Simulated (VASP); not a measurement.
Write the native input for VASP 6.6.1 that does the following.

- Task: relaxation of cell and atoms
- Functional: revPBE
- Potentials or basis: VASP PAW PBE potentials, release 64 (Zr_sv, B)
- Cutoff: 600 eV
- k mesh: 10 × 10 × 10
- Occupations: fermi-dirac, width 0.05 eV
- Spin: no spin polarisation
- Dipole correction: no
- Further INCAR settings: ALGO = Normal; EDIFF = 1e-07; IBRION = 2; EDIFFG = -0.01; NSW = 60; ISIF = 3

The structure of ZrB lies in POSCAR:

```
ZrB
1.0
    0.0000000000      2.3250000000      2.3250000000
    2.3250000000      0.0000000000      2.3250000000
    2.3250000000      2.3250000000      0.0000000000
Zr B
1 1
Direct
    0.0000000000      0.0000000000      0.0000000000
    0.5000000000      0.5000000000      0.5000000000
```

One way to write it, as run:

INCAR

```
SYSTEM = ZrB
  ALGO = Normal
  EDIFF = 1E-7
  EDIFFG = -0.01
  ENCUT = 600
  GGA = RE
  IBRION = 2
  ISIF = 3
  ISMEAR = -1
  LASPH = .True.
  LCHARG = .False.
  LREAL = .False.
  LWAVE = .False.
  NELM = 100
  NSW = 60
  PREC = Accurate
  SIGMA = 0.05
```

KPOINTS

```
k-points
0
Gamma
  10 10 10
  0 0 0
```

Potentials or basis: VASP PAW PBE potentials, release 64 (Zr_sv, B).

Run with:

```console
$ cat potpaw_PBE.64/Zr_sv/POTCAR potpaw_PBE.64/B/POTCAR > POTCAR
$ mpirun -np 1 vasp_std > vasp.out
```

It gave:

* Relaxed volume: 14.93 Å³/atom
* Relaxed cell: a = 3.482 Å, b = 3.482 Å, c = 3.482 Å, α = 60.00°, β = 60.00°, γ = 60.00°
* Space group after relaxing (to 0.1 Å): Fm-3m (No. 225)
* Energy gained by relaxing: 237.7 meV/atom
* Ionic steps: 18
* Pressure after relaxing: 0.0 GPa
* Band gap on the k mesh: zero (an odd number of electrons rules out a gap without spin polarisation)

Caveat: the volume moved by over 15 % at a fixed basis, so the end points are rough; the PAW data sets were made with another functional, which shifts forces and pressure a little.

Run time: 72 s on 1 thread of Intel(R) Xeon(R) 6975P-C (Granite Rapids), on a shared host, peak memory 0.17 GiB.
